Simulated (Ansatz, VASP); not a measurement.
One calculation of C, two programs

```xyz
2
Lattice="0.0000 2.0493 1.6608 1.6474 0.0000 1.6608 1.6474 2.0493 0.0000" Properties=species:S:1:pos:R:3 pbc="T T T"
C     1.6474    2.0493    1.6608
C     2.4712    3.0739    2.4913
```

Change from the starting cell: strain +e along x and -e along y -0.1125, strain +e along z and -e/2 along x and y -0.0700.

Alike in both runs: task single point; functional PBE; k mesh 12 × 12 × 12; occupations gaussian, width 0.05 eV; no spin polarisation.

```csv
,VASP,Ansatz
version,VASP 6.6.1,Ansatz 0.2.0
potentials or method,"VASP PAW PBE potentials, release 64 (C), cutoff 520 eV","scalar-relativistic, plane waves, PAW"
valence electrons in the cell,8,8
```

```csv
,VASP,Ansatz,Ansatz less VASP
gap on the k mesh at the Fermi level (eV),1.33,1.34,+0.011
least direct gap on the mesh (eV),3.66,3.66,+0.002
pressure (GPa),9.5,8.9,-0.56
"traceless stress, the component that is largest in VASP (GPa)",-160.78,-160.80,-0.019
```
